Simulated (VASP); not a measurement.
Wanted: the native input for a VASP 6.6.1 run.

```yaml
Task: single point
Functional: PBE
Dispersion: D3(BJ)
Potentials_or_basis: VASP PAW PBE potentials, release 64 (Ge_d)
Cutoff: 520 eV
k_mesh: 3 × 4 × 1
Occupations: gaussian, width 0.1 eV
Spin: no spin polarisation
Dipole_correction: yes
Further_INCAR_settings: LREAL = Auto; ALGO = Fast; EDIFF = 1e-07; NBANDS = 126
```

The structure of Ge lies in POSCAR:

```
Ge
1.0
    8.0601468051      0.0000000000      0.0000000000
    0.0000000000      5.6993844632      0.0000000000
    0.0000000000      0.0000000000     26.3814101038
Ge
16
Direct
    0.2500000000      0.0000000000      0.3032438360
    0.7500000000      0.0000000000      0.3032438360
    0.5000000000      0.2500000000      0.3032438360
    0.0000000000      0.2500000000      0.3032438360
    0.5000000000      0.5000000000      0.3796247684
    0.0000000000      0.5000000000      0.3796247684
    0.7500000000      0.7500000000      0.3796247684
    0.2500000000      0.7500000000      0.3796247684
    0.7498155219     -0.0162806395      0.4608940530
    0.2502023371     -0.0131208281      0.4604664793
   -0.0006108793      0.2404618846      0.4547433625
    0.5005737406      0.2406485188      0.4557502408
   -0.0012646306      0.5591591454      0.5182624397
    0.5007446503      0.5574114030      0.5185371100
    0.2514532661      0.7835428180      0.5451636353
    0.7479019742      0.7855143138      0.5466738272
```

One way to write it, as run:

INCAR

```
SYSTEM = Ge
PREC     = Accurate       ! precision mode
ENCUT    = 520            ! plane-wave cutoff, eV
EDIFF    = 1E-7           ! SCF threshold, eV
ISMEAR   = 0              ! smearing method
SIGMA    = 0.1            ! smearing width, eV
LREAL    = Auto         
LASPH    = .TRUE.         ! aspherical terms in the spheres
NELM     = 60             ! most SCF steps
ALGO     = Fast           ! electronic algorithm
ISIF     = 2              ! what is computed and relaxed
LWAVE    = .FALSE.        ! write WAVECAR
LCHARG   = .TRUE.         ! write CHGCAR
LDIPOL   = .TRUE.       
IDIPOL   = 3            
DIPOL    = 0.5 0.5 0.418
GGA      = PE             ! functional
IVDW     = 12             ! dispersion correction
LELF     = .TRUE.         ! ELF
LVHAR    = .TRUE.       
LVACPOTAV= .TRUE.       
NBANDS   = 126            ! bands
```

KPOINTS

```
regular mesh
0
G
  3 4 1
  0 0 0
```

Potentials or basis: VASP PAW PBE potentials, release 64 (Ge_d).

Run with:

```sh
$ cat potpaw_PBE.64/Ge_d/POTCAR > POTCAR
$ mpirun -np 1 vasp_std > vasp.out
```

Results of the run:

| Item | Value |
| --- | --- |
| Largest force | 0.323 eV/Å |
| Band gap on the k mesh | zero (bands 112 and 113 overlap by 0.13 eV) |
| Dispersion energy per atom | -0.228 eV |

Wall time 61 min on 1 thread of Oxide Virtual Turin-like Processor, on a shared host, peak memory 1.2 GiB.
